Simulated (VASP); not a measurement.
A run of VASP 6.6.1:

Contents of INCAR:

```
SYSTEM = Ag
PREC = Accurate
ENCUT = 500
EDIFF = 1E-6
ISMEAR = -1
SIGMA = 0.1
LREAL = .False.
LASPH = .True.
NELM = 120
ALGO = Normal
ISIF = 2
LWAVE = .False.
LCHARG = .False.
GGA = RE
NBANDS = 18
ISYM = 0
GGA_COMPAT = .False.
```

Contents of KPOINTS:

```
Automatic mesh
0
Gamma
  13 13 9
  0 0 0
```

POSCAR

```
Ag
1.0
   -1.9815189940      1.6280763790      1.4542675548
    1.6280763790     -1.9815189940      1.4542675548
    3.7695167089      3.7695167089     -2.1015983515
Ag
2
Direct
    0.9580074387      0.0419925613      0.0000000000
    0.7919925613      0.2080074387      0.5000000000
```

Potentials or basis: VASP PAW PBE potentials, release 64 (Ag).

The run is started by

```bash
$ cat potpaw_PBE.64/Ag/POTCAR > POTCAR
$ mpirun -np 1 vasp_std > vasp.out
```

Hardware: 1 thread of Oxide Virtual Turin-like Processor, with other jobs on the host.

Q: Estimate the wall time of this run.

A: Run time: 3.2 min on 1 thread of Oxide Virtual Turin-like Processor (shared host), peak memory 0.45 GiB. Counts: scf iterations 11, k points 761.
